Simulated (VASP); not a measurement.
# Te (P4_2/mnm) in VASP: single point with PBEsol

Aim: the single point of Te with PBEsol.

Everything below comes from runs of VASP 6.6.1. Logs are shortened: lines on timing, memory, paths and dates and some standing lists are left out, and cuts for length are marked.

**1. The cell of the first run**

Symmetry: P4_2/mnm, No. 136, tetragonal system. Conventional cell: a = 6.800 Å, b = 6.800 Å, c = 3.585 Å, α = 90.00°, β = 90.00°, γ = 90.00°. Te (site symmetry m2m) has 1 Te at 2.10 Å within 2.8 Å.

**2. Single point, PBEsol (S replaced by Te, lengths x 1.189, strained)**

INCAR reads:

```
SYSTEM = Te
  ALGO = Normal
  EDIFF = 1E-6
  ENCUT = 520
  GGA = PS
  ISIF = 2
  ISMEAR = 0
  LASPH = .True.
  LCHARG = .True.
  LELF = .True.
  LREAL = .False.
  LVHAR = .True.
  LWAVE = .False.
  NBANDS = 20
  NELM = 100
  PREC = Accurate
  SIGMA = 0.1
```

KPOINTS reads:

```
k-points
0
Gamma
  4 4 6
  0 0 0
```

POSCAR reads:

```
Te
1.0
    6.7995907616      0.0000000000      0.0000000000
    0.0000000000      6.7995907616      0.0000000000
    0.0000000000      0.0000000000      3.5848151266
Te
4
Direct
    0.8908633781      0.8908633781      0.5000000000
    0.1091366219      0.1091366219      0.5000000000
    0.3908633781      0.6091366219      0.0000000000
    0.6091366219      0.3908633781      0.0000000000
```

Potentials or basis: VASP PAW PBE potentials, release 64 (Te).

Run with:

```bash
$ cat potpaw_PBE.64/Te/POTCAR > POTCAR
$ mpirun -np 1 vasp_std > vasp.out
```

OUTCAR:

```text
SYSTEM = Te
   EDIFF = 1E-6
   ENCUT = 520
   GGA = PS
   ISIF = 2
   ISMEAR = 0
   LASPH = .True.
   LREAL = .False.
   NELM = 100
   PREC = Accurate

 ion  position               nearest neighbor table
   1  0.891  0.891  0.500-   2 2.10
   2  0.109  0.109  0.500-   1 2.10
   3  0.391  0.609  0.000-   4 2.10
   4  0.609  0.391  0.000-   3 2.10

  LATTYP: Found a simple tetragonal cell.
 ALAT       =     6.7995907616
 C/A-ratio  =     0.5272104237

  Lattice vectors:

 A1 = (   6.7995907616,   0.0000000000,   0.0000000000)
 A2 = (   0.0000000000,   6.7995907616,   0.0000000000)
 A3 = (   0.0000000000,   0.0000000000,   3.5848151266)

Analysis of symmetry for initial positions (statically):
=====================================================================
 Subroutine PRICEL returns:
 Original cell was already a primitive cell.

 Routine SETGRP: Setting up the symmetry group for a
 simple tetragonal supercell.

 Subroutine GETGRP returns: Found 16 space group operations
 (whereof  8 operations were pure point group operations)
 out of a pool of 16 trial point group operations.

The static configuration has the point symmetry D_2h.
 The point group associated with its full space group is D_4h.

Analysis of symmetry for dynamics (positions and initial velocities):
=====================================================================
 Subroutine PRICEL returns:
 Original cell was already a primitive cell.

 Routine SETGRP: Setting up the symmetry group for a
 simple tetragonal supercell.

 Subroutine GETGRP returns: Found 16 space group operations
 (whereof  8 operations were pure point group operations)
 out of a pool of 16 trial point group operations.

The dynamic configuration has the point symmetry D_2h.
 The point group associated with its full space group is D_4h.

 Subroutine INISYM returns: Found 16 space group operations
 (whereof  8 operations are pure point group operations),
 and found     1 'primitive' translations

----------------------------------------------------------------------------------------

                                     Primitive cell

  volume of cell :     165.7419

  direct lattice vectors                    reciprocal lattice vectors
     6.799590762  0.000000000  0.000000000     0.147067674  0.000000000  0.000000000
     0.000000000  6.799590762  0.000000000     0.000000000  0.147067674  0.000000000
     0.000000000  0.000000000  3.584815127     0.000000000  0.000000000  0.278954413

  length of vectors
     6.799590762  6.799590762  3.584815127     0.147067674  0.147067674  0.278954413

  position of ions in fractional coordinates (direct lattice)
     0.890863378  0.890863378  0.500000000
     0.109136622  0.109136622  0.500000000
     0.390863378  0.609136622  0.000000000
     0.609136622  0.390863378  0.000000000

  ion indices of the primitive-cell ions
   primitive index   ion index
                 1           1
                 2           2
                 3           3
                 4           4

----------------------------------------------------------------------------------------

 KPOINTS: k-points

Automatic generation of k-mesh.
 Grid dimensions read from file:
 generate k-points for:    4    4    6

 Generating k-lattice:

  Cartesian coordinates                     Fractional coordinates (reciprocal lattice)
     0.036766919  0.000000000  0.000000000     0.250000000  0.000000000  0.000000000
     0.000000000  0.036766919  0.000000000     0.000000000  0.250000000  0.000000000
     0.000000000  0.000000000  0.046492402     0.000000000  0.000000000  0.166666667

  Length of vectors
     0.036766919  0.036766919  0.046492402

  Shift w.r.t. Gamma in fractional coordinates (k-lattice)
     0.000000000  0.000000000  0.000000000

 Subroutine IBZKPT returns following result:
 ===========================================

 Found     24 irreducible k-points:

 Following reciprocal coordinates:
            Coordinates               Weight
  0.000000  0.000000  0.000000      1.000000
  0.250000  0.000000  0.000000      4.000000
  0.500000  0.000000  0.000000      2.000000
  0.250000  0.250000  0.000000      4.000000
  0.500000  0.250000  0.000000      4.000000
  0.500000  0.500000  0.000000      1.000000
[... 16 lines left out ...]
  0.500000  0.250000  0.500000      4.000000
  0.500000  0.500000  0.500000      1.000000
   k-points           NKPTS =     24   k-points in BZ     NKDIM =     24   number of bands    NBANDS=     20
   number of dos      NEDOS =    301   number of ions     NIONS =      4
   total plane-waves  NPLWV =  81648
   dimension x,y,z NGX =    54 NGY =   54 NGZ =   28
   dimension x,y,z NGXF=   108 NGYF=  108 NGZF=   56
   ions per type =               4
   NGX,Y,Z   is equivalent  to a cutoff of  13.20, 13.20, 12.99 a.u.
   NGXF,Y,Z  is equivalent  to a cutoff of  26.41, 26.41, 25.97 a.u.
 SYSTEM =  Te
   PREC   = accura    normal or accurate (medium, high low for compatibility)
   ISTART =      0    job   : 0-new  1-cont  2-samecut
   ICHARG =      2    charge: 1-file 2-atom 10-const
   ISPIN  =      1    spin polarized calculation?
   LNONCOLLINEAR =      F non collinear calculations
   LSORBIT =      F    spin-orbit coupling
   LASPH  =      T    aspherical Exc in radial PAW
   ENCUT  =  520.0 eV  38.22 Ry    6.18 a.u.  12.64 12.64  6.67*2*pi/ulx,y,z
   NELM   =    100;   NELMIN=  2; NELMDL= -5     # of ELM steps
   EDIFF  = 0.1E-05   stopping-criterion for ELM
   LREAL  =      F    real-space projection
   EDIFFG = 0.1E-04   stopping-criterion for IOM
   NSW    =      0    number of steps for IOM
   IBRION =     -1    ionic relax: 0-MD 1-quasi-New 2-CG
   NFREE  =      0    steps in history (QN), initial steepest desc. (CG)
   ISIF   =      2    stress and relaxation
   ISYM   =      2    0-nonsym 1-usesym 2-fastsym
   POTIM  = 0.5000    time-step for ionic-motion
   TEBEG  =    0.0;   TEEND  =   0.0 temperature during run
   PSTRESS=    0.0 pullay stress
   NELECT =      24.0000    total number of electrons
   NUPDOWN=      -1.0000    fix difference up-down
   EMIN   =  10.00;   EMAX   =-10.00  energy-range for DOS
   EFERMI =   0.00;   METHOD = LEGACY
   ISMEAR =     0;   SIGMA  =   0.10  broadening in eV -4-tet -1-fermi 0-gaus
   EFERMI_NEDOS =   21; number of points for ismear=-14 and -15
   IALGO  =     38    algorithm
   IMIX   =      4    mixing-type and parameters
     AMIX     =   0.40;   BMIX     =  1.00
     AMIX_MAG =   1.60;   BMIX_MAG =  1.00
  volume/ion in A,a.u.               =      41.44       279.62
  Fermi-wavevector in a.u.,A,eV,Ry     =   0.859675  1.624551 10.055273  0.739042
  Thomas-Fermi vector in A             =   1.977066
   LORBIT       =      0    0 simple, 1 ext, 2 COOP (PROOUT), +10 PAW based schemes
   GGA     = PS    functional components
   LHFCALC =     F    Hartree Fock is set to
   AEXX    =    0.0000 exact exchange contribution
   IVDW    =     0    specifies the selected vdW correction
   LEPSILON=     F    determine dielectric tensor
   LRPA    =     F    only Hartree local field effects (RPA)
 non-spin polarized calculation
 Gauss-broadening in eV      SIGMA  =   0.10
  energy-cutoff  :      520.00
  volume of cell :      165.74
 maximum number of plane-waves:      4485
 NGX is ok and might be reduce to    54
   NGX = 25   NGY = 25   NGZ = 13

 number of electron      24.0000001 magnetization

 Free energy of the ion-electron system (eV)
  ---------------------------------------------------
  ext. energy  EPLUGINS =         0.00000000
  ---------------------------------------------------
  free energy    TOTEN  =        -5.96620798 eV

  energy without entropy =       -5.95244129  energy(sigma->0) =       -5.95932463

 E-fermi :   4.1135     XC(G=0):  -8.1157

 val. band max:        4.1100428342   @ k =   0.5000   0.0000   0.3333
 cond. band min:       4.1878763323   @ k =   0.2500   0.2500   0.0000
 fundamental gap:      0.0778334980
 Fermi energy:         4.1135080834

 k-point     1 :       0.0000    0.0000    0.0000
  band No.  band energies     occupation
      1     -11.4517      2.00000
      2     -11.2121      2.00000
      3      -5.3607      2.00000
      4      -5.3607      2.00000
      5      -0.5161      2.00000
      6      -0.3620      2.00000
[... 12 lines left out ...]
     19       9.0896      0.00000
     20       9.3721      0.00000

 k-point     2 :       0.2500    0.0000    0.0000
  band No.  band energies     occupation
      1     -11.4174      2.00000
      2     -11.2479      2.00000
      3      -5.3575      2.00000
      4      -5.3553      2.00000
      5      -1.0405      2.00000
      6      -0.8786      2.00000
[... 12 lines left out ...]
     19       9.6159      0.00000
     20      10.4851      0.00000

 k-point     3 :       0.5000    0.0000    0.0000
  band No.  band energies     occupation
      1     -11.3333      2.00000
      2     -11.3333      2.00000
      3      -5.3520      2.00000
      4      -5.3520      2.00000
      5      -1.1975      2.00000
      6      -1.1975      2.00000
[... 12 lines left out ...]
     19       9.9277      0.00000
     20       9.9277      0.00000

 k-point     4 :       0.2500    0.2500    0.0000
  band No.  band energies     occupation
      1     -11.3918      2.00000
      2     -11.2719      2.00000
      3      -5.3947      2.00000
      4      -5.3524      2.00000
      5      -1.1939      2.00000
      6      -0.3871      2.00000
[... 429 lines left out ...]
 k-point    23 :       0.5000    0.2500    0.5000
  band No.  band energies     occupation
      1     -10.7152      2.00000
      2     -10.7152      2.00000
      3      -4.4645      2.00000
      4      -4.4645      2.00000
      5      -1.7660      2.00000
      6      -1.7660      2.00000
[... 12 lines left out ...]
     19       9.8620      0.00000
     20       9.8620      0.00000

 k-point    24 :       0.5000    0.5000    0.5000
  band No.  band energies     occupation
      1     -10.7141      2.00000
      2     -10.7141      2.00000
      3      -4.4664      2.00000
      4      -4.4664      2.00000
      5      -1.7880      2.00000
      6      -1.7880      2.00000
[... 12 lines left out ...]
     19      10.5296      0.00000
     20      10.5462      0.00000

------------------------ aborting loop because EDIFF is reached ----------------------------------------

  FORCE on cell =-STRESS in cart. coord.  units (eV):
  Direction    XX          YY          ZZ          XY          YZ          ZX
  --------------------------------------------------------------------------------------
  -------------------------------------------------------------------------------------
  Total       37.1360772     37.1360772     -3.3129806     -0.0000000      0.0000000      0.0000000
  in kB      358.9833407    358.9833407    -32.0255917     -0.0000000      0.0000000      0.0000000
  external PRESSURE =     228.6470299 kB  Pullay stress =       0.0000000 kB

 VOLUME and BASIS-vectors are now :
 -----------------------------------------------------------------------------
  energy-cutoff  :      520.00
  volume of cell :      165.74
      direct lattice vectors                 reciprocal lattice vectors
     6.799590762  0.000000000  0.000000000     0.147067674  0.000000000  0.000000000
     0.000000000  6.799590762  0.000000000     0.000000000  0.147067674  0.000000000
     0.000000000  0.000000000  3.584815127     0.000000000  0.000000000  0.278954413

 POSITION                                       TOTAL-FORCE (eV/Angst)
 -----------------------------------------------------------------------------------
      6.05751      6.05751      1.79241       -13.085656    -13.085656      0.000000
      0.74208      0.74208      1.79241        13.085656     13.085656     -0.000000
      2.65771      4.14188      0.00000       -13.085656     13.085656     -0.000000
      4.14188      2.65771      0.00000        13.085656    -13.085656      0.000000
 -----------------------------------------------------------------------------------
    total drift:                               -0.000000     -0.000000      0.000000

  FREE ENERGIE OF THE ION-ELECTRON SYSTEM (eV)
  ---------------------------------------------------
  free  energy   TOTEN  =        -5.9662079783 eV

  energy  without entropy=       -5.9524412873  energy(sigma->0) =       -5.95932463
```

Run time: 86 s. Hardware: 1 thread of Intel Xeon 8259CL, shared host; peak memory 0.27 GiB.

Results:

```yaml
Free_energy: -5.9662 eV
Pressure: 22.9 GPa
Largest_force: 18.506 eV/Å
Band_gap_on_the_k_mesh: zero (bands 12 and 13 overlap by 1.80 eV)
```

Forces in eV/Å, atoms in the order of the input:
```
Te  -13.086 -13.086   0.000
Te   13.086  13.086   0.000
Te  -13.086  13.086   0.000
Te   13.086 -13.086   0.000
```

Stress tensor (GPa, compression positive):
```
35.90  0.00  0.00
 0.00 35.90  0.00
 0.00  0.00 -3.20
```

Levels at points of the mesh, in eV from the Fermi level:
```csv
k point,band 10,band 11,band 12,band 13,band 14,band 15
"(0.00, 0.00, 0.00)",-2.06,-1.72,0.70,2.37,2.37,3.89
"(0.50, 0.00, 0.00)",-1.92,-0.73,-0.73,2.37,2.37,2.57
"(0.50, 0.50, 0.00)",-1.91,-0.46,-0.46,2.33,2.33,3.99
"(0.00, 0.00, 0.50)",-3.42,-1.84,-1.84,-0.06,-0.06,2.86
"(0.50, 0.00, 0.50)",-3.59,-2.08,-2.08,0.27,0.27,4.19
"(0.50, 0.50, 0.50)",-3.38,-1.68,-1.68,0.46,0.46,2.77
```

Caveat: the cell differs from its parent crystal (S replaced by Te, lengths x 1.189, strained); the cell stands under pressure; the PAW data sets were made with another functional, which shifts forces and pressure a little; spin-orbit coupling is left out, which moves the levels of the heavy elements.
